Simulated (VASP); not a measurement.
SnO, 8 atoms in the cell. The typed cell holds 8 atoms: a = 3.836 Å, b = 3.836 Å, c = 9.518 Å, α = 90.00°, β = 90.00°, γ = 90.00°. 

```yaml
Program: VASP 6.6.1
Task: single point
Functional: PBE
Dispersion: D3(BJ)
Potentials_or_basis: VASP PAW PBE potentials, release 64 (Sn_d, O)
Cutoff: 520 eV
k_mesh: 10 × 10 × 4
Occupations: gaussian, width 0.1 eV
Spin: no spin polarisation
Dipole_correction: no
Further_INCAR_settings: ALGO = Normal; EDIFF = 1e-07; NBANDS = 50
```

Potentials or basis: VASP PAW PBE potentials, release 64 (Sn_d, O).

Command:

```bash
$ cat potpaw_PBE.64/Sn_d/POTCAR potpaw_PBE.64/O/POTCAR > POTCAR
$ mpirun -np 1 vasp_std > vasp.out
```

Hardware: 1 thread of Intel(R) Xeon(R) 6975P-C (Granite Rapids), with other jobs on the host.

**Question.** Estimate the wall time of this run.

**Answer.** It took 5.8 min on 1 thread of Intel(R) Xeon(R) 6975P-C (Granite Rapids), on a shared host, peak memory 0.56 GiB. Counts: scf iterations 17, k points 93.
